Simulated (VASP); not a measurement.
# Ga (P-1) in VASP: further runs

The runs below take Ga through electric field gradients, with PBE.

Everything below comes from runs of VASP 6.6.1. Logs are shortened: lines on timing, memory, paths and dates and some standing lists are left out, and cuts for length are marked.

### Step 1. The cell of the first run

The typed cell holds 2 atoms: a = 4.271 Å, b = 4.244 Å, c = 3.333 Å, α = 91.37°, β = 90.32°, γ = 142.09°.

### Step 2. Electric field gradients, PBE (equal xy, yz and zx shear strains of -1 %)

The input, INCAR:

```
SYSTEM = Ga
  ALGO = Normal
  EDIFF = 1E-8
  ENCUT = 520
  GGA = PE
  ISIF = 2
  ISMEAR = -1
  LASPH = .TRUE.
  LCHARG = .FALSE.
  LEFG = .TRUE.
  LREAL = .FALSE.
  LWAVE = .FALSE.
  NBANDS = 20
  NELM = 60
  PREC = Accurate
  SIGMA = 0.03
```

The input, KPOINTS:

```
k-points
0
G
  14 14 11
  0 0 0
```

The input, POSCAR:

```
Ga
1.0
    1.4031325000     -4.0334150000      0.0132175000
    1.3628675000      4.0195850000     -0.0270475000
   -0.1340996500     -0.0160624000      3.3305172500
Ga
2
Direct
    0.8690000000      0.1310000000      0.2500000000
    0.1310000000      0.8690000000      0.7500000000
```

Potentials or basis: VASP PAW PBE potentials, release 64 (Ga_d).

Started as:

```
$ cat potpaw_PBE.64/Ga_d/POTCAR > POTCAR
$ mpirun -np 1 vasp_std > vasp.out
```

OUTCAR:

```text
SYSTEM = Ga
   EDIFF = 1E-8
   ENCUT = 520
   GGA = PE
   ISIF = 2
   ISMEAR = -1
   LASPH = .TRUE.
   LREAL = .FALSE.
   NELM = 60
   PREC = Accurate

 ion  position               nearest neighbor table
   1  0.869  0.131  0.250-   2 2.68   2 2.70   2 2.84   2 2.88
   2  0.131  0.869  0.750-   1 2.68   1 2.70   1 2.84   1 2.88

  LATTYP: Found a triclinic cell.
 ALAT       =     2.7660691491
 B/A-ratio  =     1.5438970401
 C/A-ratio  =     1.2050510549
 COS(alpha) =     0.0055745369
 COS(beta)  =     0.0452015157
 COS(gamma) =     0.3332605673

  Lattice vectors:

 A1 = (   2.7660000000,  -0.0138300000,  -0.0138300000)
 A2 = (   1.4031325000,  -4.0334150000,   0.0132175000)
 A3 = (   0.1340996500,   0.0160624000,  -3.3305172500)

Analysis of symmetry for initial positions (statically):
=====================================================================
 Subroutine PRICEL returns:
 Original cell was already a primitive cell.

 Routine SETGRP: Setting up the symmetry group for a
 triclinic supercell.

 Subroutine GETGRP returns: Found  2 space group operations
 (whereof  2 operations were pure point group operations)
 out of a pool of  2 trial point group operations.

The static configuration has the point symmetry S_2 .

Analysis of symmetry for dynamics (positions and initial velocities):
=====================================================================
 Subroutine PRICEL returns:
 Original cell was already a primitive cell.

 Routine SETGRP: Setting up the symmetry group for a
 triclinic supercell.

 Subroutine GETGRP returns: Found  2 space group operations
 (whereof  2 operations were pure point group operations)
 out of a pool of  2 trial point group operations.

The dynamic configuration has the point symmetry S_2 .

 Subroutine INISYM returns: Found  2 space group operations
 (whereof  2 operations are pure point group operations),
 and found     1 'primitive' translations

----------------------------------------------------------------------------------------

                                     Primitive cell

  volume of cell :      37.0836

  direct lattice vectors                    reciprocal lattice vectors
     1.403132500 -4.033415000  0.013217500     0.360991112 -0.122302644  0.013945073
     1.362867500  4.019585000 -0.027047500     0.362239188  0.126064487  0.015193150
    -0.134099650 -0.016062400  3.330517250     0.001509154  0.001509154  0.300321705

  length of vectors
     4.270525972  4.244431995  3.333254546     0.381401343  0.383849340  0.300329288

  position of ions in fractional coordinates (direct lattice)
     0.869000000  0.131000000  0.250000000
     0.131000000  0.869000000  0.750000000

  ion indices of the primitive-cell ions
   primitive index   ion index
                 1           1
                 2           2

----------------------------------------------------------------------------------------

 KPOINTS: k-points

Automatic generation of k-mesh.
 Grid dimensions read from file:
 generate k-points for:   14   14   11

 Generating k-lattice:

  Cartesian coordinates                     Fractional coordinates (reciprocal lattice)
     0.025785079 -0.008735903  0.000996077     0.071428571 -0.000000000  0.000000000
     0.025874228  0.009004606  0.001085225    -0.000000000  0.071428571 -0.000000000
     0.000137196  0.000137196  0.027301973     0.000000000  0.000000000  0.090909091

  Length of vectors
     0.027242953  0.027417810  0.027302663

  Shift w.r.t. Gamma in fractional coordinates (k-lattice)
     0.000000000  0.000000000  0.000000000

 Subroutine IBZKPT returns following result:
 ===========================================

 Found   1080 irreducible k-points:

 Following reciprocal coordinates:
            Coordinates               Weight
  0.000000  0.000000  0.000000      1.000000
  0.071429  0.000000  0.000000      2.000000
  0.142857  0.000000  0.000000      2.000000
  0.214286  0.000000  0.000000      2.000000
  0.285714  0.000000  0.000000      2.000000
  0.357143  0.000000  0.000000      2.000000
[... 16 lines left out ...]
 -0.000000  0.142857  0.000000      2.000000
  0.071429  0.142857 -0.000000      2.000000
 [... further k-points ...]
   k-points           NKPTS =   1080   k-points in BZ     NKDIM =   1080   number of bands    NBANDS=     20
   number of dos      NEDOS =    301   number of ions     NIONS =      2
   total plane-waves  NPLWV =  28672
   dimension x,y,z NGX =    32 NGY =   32 NGZ =   28
   dimension x,y,z NGXF=    64 NGYF=   64 NGZF=   56
   ions per type =               2
   NGX,Y,Z   is equivalent  to a cutoff of  12.46, 12.53, 13.96 a.u.
   NGXF,Y,Z  is equivalent  to a cutoff of  24.91, 25.07, 27.93 a.u.
 SYSTEM =  Ga
   PREC   = accura    normal or accurate (medium, high low for compatibility)
   ISTART =      0    job   : 0-new  1-cont  2-samecut
   ICHARG =      2    charge: 1-file 2-atom 10-const
   ISPIN  =      1    spin polarized calculation?
   LNONCOLLINEAR =      F non collinear calculations
   LSORBIT =      F    spin-orbit coupling
   LASPH  =      T    aspherical Exc in radial PAW
   ENCUT  =  520.0 eV  38.22 Ry    6.18 a.u.   7.94  7.89  6.20*2*pi/ulx,y,z
   NELM   =     60;   NELMIN=  2; NELMDL= -5     # of ELM steps
   EDIFF  = 0.1E-07   stopping-criterion for ELM
   LREAL  =      F    real-space projection
   EDIFFG = 0.1E-06   stopping-criterion for IOM
   NSW    =      0    number of steps for IOM
   IBRION =     -1    ionic relax: 0-MD 1-quasi-New 2-CG
   NFREE  =      0    steps in history (QN), initial steepest desc. (CG)
   ISIF   =      2    stress and relaxation
   ISYM   =      2    0-nonsym 1-usesym 2-fastsym
   POTIM  = 0.5000    time-step for ionic-motion
   TEBEG  =    0.0;   TEEND  =   0.0 temperature during run
   PSTRESS=    0.0 pullay stress
   NELECT =      26.0000    total number of electrons
   NUPDOWN=      -1.0000    fix difference up-down
   EMIN   =  10.00;   EMAX   =-10.00  energy-range for DOS
   EFERMI =   0.00;   METHOD = LEGACY
   ISMEAR =    -1;   SIGMA  =   0.03  broadening in eV -4-tet -1-fermi 0-gaus
   EFERMI_NEDOS =   21; number of points for ismear=-14 and -15
   IALGO  =     38    algorithm
   IMIX   =      4    mixing-type and parameters
     AMIX     =   0.40;   BMIX     =  1.00
     AMIX_MAG =   1.60;   BMIX_MAG =  1.00
  volume/ion in A,a.u.               =      18.54       125.13
  Fermi-wavevector in a.u.,A,eV,Ry     =   1.454360  2.748341 28.778530  2.115162
  Thomas-Fermi vector in A             =   2.571519
   LORBIT       =      0    0 simple, 1 ext, 2 COOP (PROOUT), +10 PAW based schemes
   GGA     = PE    functional components
   LHFCALC =     F    Hartree Fock is set to
   AEXX    =    0.0000 exact exchange contribution
   IVDW    =     0    specifies the selected vdW correction
   LEPSILON=     F    determine dielectric tensor
   LRPA    =     F    only Hartree local field effects (RPA)
 non-spin polarized calculation
  energy-cutoff  :      520.00
  volume of cell :       37.08
 maximum number of plane-waves:      1013
   NGX = 15   NGY = 15   NGZ = 13

 number of electron      26.0000006 magnetization

 Free energy of the ion-electron system (eV)
  ---------------------------------------------------
  ext. energy  EPLUGINS =         0.00000000
  ---------------------------------------------------
  free energy    TOTEN  =        -5.77057483 eV

  energy without entropy =       -5.76876293  energy(sigma->0) =       -5.76966888

 E-fermi :   5.6609     XC(G=0): -11.0585

 val. band max:        5.6539861471   @ k =   0.3571   0.5000   0.2727
 cond. band min:       5.6611003334   @ k =  -0.2857  -0.2857   0.3636
 fundamental gap:      0.0071141863
 Fermi energy:         5.6609355043

 k-point     1 :       0.0000    0.0000    0.0000
  band No.  band energies     occupation
      1      -9.5051      2.00000
      2      -9.4952      2.00000
      3      -9.4593      2.00000
      4      -9.4356      2.00000
      5      -9.1625      2.00000
      6      -9.1606      2.00000
[... 12 lines left out ...]
     19      16.4547      0.00000
     20      18.7578      0.00000

 k-point     2 :       0.0714    0.0000    0.0000
  band No.  band energies     occupation
      1      -9.5011      2.00000
      2      -9.4866      2.00000
      3      -9.4482      2.00000
      4      -9.4158      2.00000
      5      -9.1725      2.00000
      6      -9.1694      2.00000
[... 498 lines left out ...]
 k-point    24 :       0.0714    0.1429   -0.0000
  band No.  band energies     occupation
      1      -9.4825      2.00000
      2      -9.4464      2.00000
      3      -9.3601      2.00000
      4      -9.3075      2.00000
      5      -9.2234      2.00000
      6      -9.2138      2.00000
[... 12 lines left out ...]
     19      17.4176      0.00000
     20      20.0280      0.00000

 [... further k-points ...]

------------------------ aborting loop because EDIFF is reached ----------------------------------------

  FORCE on cell =-STRESS in cart. coord.  units (eV):
  Direction    XX          YY          ZZ          XY          YZ          ZX
  --------------------------------------------------------------------------------------
  -------------------------------------------------------------------------------------
  Total        0.4257144      0.5068001      0.3758251      0.0839681      0.1251706      0.0333839
  in kB       18.3927498     21.8960077     16.2373093      3.6277950      5.4079239      1.4423337
  external PRESSURE =      18.8420223 kB  Pullay stress =       0.0000000 kB

 VOLUME and BASIS-vectors are now :
 -----------------------------------------------------------------------------
  energy-cutoff  :      520.00
  volume of cell :       37.08
      direct lattice vectors                 reciprocal lattice vectors
     1.403132500 -4.033415000  0.013217500     0.360991112 -0.122302644  0.013945073
     1.362867500  4.019585000 -0.027047500     0.362239188  0.126064487  0.015193150
    -0.134099650 -0.016062400  3.330517250     0.001509154  0.001509154  0.300321705

 POSITION                                       TOTAL-FORCE (eV/Angst)
 -----------------------------------------------------------------------------------
      1.36433     -2.98249      0.84057        -0.005519      0.184302      0.006349
      1.26757      2.95260      2.47612         0.005519     -0.184302     -0.006349
 -----------------------------------------------------------------------------------
    total drift:                                0.000000      0.000000     -0.000000

  FREE ENERGIE OF THE ION-ELECTRON SYSTEM (eV)
  ---------------------------------------------------
  free  energy   TOTEN  =        -5.7705748276 eV

  energy  without entropy=       -5.7687629341  energy(sigma->0) =       -5.76966888

 Electric field gradients (V/A^2)
---------------------------------------------------------------------
 ion       V_xx      V_yy      V_zz      V_xy      V_xz      V_yz
---------------------------------------------------------------------
   1      -6.067   -18.613    24.681    -1.462    -3.276    -2.908
   2      -6.067   -18.613    24.681    -1.462    -3.276    -2.908
---------------------------------------------------------------------

 Electric field gradients after diagonalization (V/A^2)
 (convention: |V_zz| > |V_xx| > |V_yy|)
----------------------------------------------------------------------
 ion       V_xx      V_yy      V_zz     asymmetry (V_yy - V_xx)/ V_zz
----------------------------------------------------------------------
   1     -19.029    -6.169    25.197       0.510
   2     -19.029    -6.169    25.197       0.510
----------------------------------------------------------------------

           NMR quadrupolar parameters

 Cq : quadrupolar parameter    Cq=e*Q*V_zz/h
 eta: asymmetry parameters     (V_yy - V_xx)/ V_zz
 Q  : nuclear electric quadrupole moment in mb (millibarn)
----------------------------------------------------------------------
 ion       Cq(MHz)       eta       Q (mb)
----------------------------------------------------------------------
   1       0.061       0.510       1.000
   2       0.061       0.510       1.000
----------------------------------------------------------------------
```

Wall time 21 min (1 thread of Oxide Virtual Turin-like, shared host); peak memory 0.65 GiB.

What came out:

- Free energy: -5.7706 eV
- Pressure: 1.9 GPa
- Largest force: 0.184 eV/Å
- Band gap on the k mesh: zero (bands 13 and 14 overlap by 7.97 eV)
- Largest electric field gradient by atom: Ga +25.2 V/Å²

Forces in eV/Å, atoms in the order of the input:
```
Ga  -0.006  0.184  0.006
Ga   0.006 -0.184 -0.006
```

Electric field gradients, principal values (V/Å²):
```csv
atom,least,middle,greatest (by size)
1 Ga,-6.169,-19.029,25.197
2 Ga,-6.169,-19.029,25.197
```

Caveat: the cell differs from its parent crystal (equal xy, yz and zx shear strains of -1 %); without QUAD_EFG the Cq values of the log hold for a quadrupole moment of 1 mb, not for the nuclei.

(Continued in part 2 of 2.)
